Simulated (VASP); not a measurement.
Si:

```
Si
1.0
     2.75082   -2.95381    0.00000
     2.75082    2.95381    0.00000
     0.00000    0.00000    7.92168
Si
8
Direct
  0.25974 0.13154 0.62124
  0.36846 0.24026 0.12124
  0.74026 0.86846 0.62124
  0.75974 0.63154 0.87876
  0.63154 0.75974 0.12124
  0.24026 0.36846 0.87876
  0.86846 0.74026 0.37876
  0.13154 0.25974 0.37876
```

- Program: VASP 6.6.1
- Task: relaxation of cell and atoms
- Functional: PBE
- Potentials or basis: VASP PAW PBE potentials, release 64 (Si)
- Cutoff: 600 eV
- k mesh: 4 × 4 × 2
- Occupations: gaussian, width 0.1 eV
- Spin: no spin polarisation

At the start: pressure 29.9 GPa; volume 16.09 Å³/atom.

Problem. Where does the relaxation end?

Solution. Over 22 steps the energy falls by 396.5 meV/atom and the volume is 19.09 Å³/atom (+18.6 %); space group Ccce (No. 68, to 0.05 Å).

Step by step:
```csv
step,energy change (eV),largest force (eV/Å),pressure (GPa),volume (Å³)
1,0.0000,3.4813,29.93,128.73
2,-0.5240,1.4017,-8.85,192.17
3,-2.9533,0.9163,1.38,154.04
4,-2.9680,0.8491,2.18,152.71
5,-2.9725,0.7866,2.90,151.57
6,-3.0982,0.0721,-1.62,159.57
7,-3.1062,0.1888,-0.83,157.91
8,-3.1258,0.0419,0.00,156.52
9,-3.1260,0.0473,0.09,156.39
10,-3.1312,0.0838,0.00,156.35
11,-3.1340,0.1542,-0.07,156.28
12,-3.1379,0.1339,-0.06,156.19
13,-3.1473,0.1068,-0.05,155.93
14,-3.1431,0.2448,-0.19,155.37
15,-3.1500,0.1351,-0.08,155.73
16,-3.1545,0.1158,-0.09,155.43
17,-3.1565,0.1102,-0.11,155.11
18,-3.1618,0.0610,-0.13,154.66
19,-3.1654,0.0604,-0.15,153.89
20,-3.1692,0.0434,-0.05,153.40
21,-3.1714,0.0539,0.11,152.62
22,-3.1719,0.0237,0.02,152.74
```

Final structure:
```xyz
8
Lattice="2.8260 -3.0096 0.0000 2.8260 3.0096 0.0000 0.0000 0.0000 8.9789" Properties=species:S:1:pos:R:3 pbc="T T T"
Si    1.1685   -0.3493    5.6317
Si    1.6576   -0.3493    1.1422
Si    4.4836    0.3493    5.6317
Si    3.9945   -0.3493    7.8367
Si    3.9945    0.3493    1.1422
Si    1.6576    0.3493    7.8367
Si    4.4836   -0.3493    3.3472
Si    1.1685    0.3493    3.3472
```

Caveat: the k points lie up to 0.38 Å⁻¹ apart in the final cell; the volume moved by over 15 % at a fixed basis, so the end points are rough.
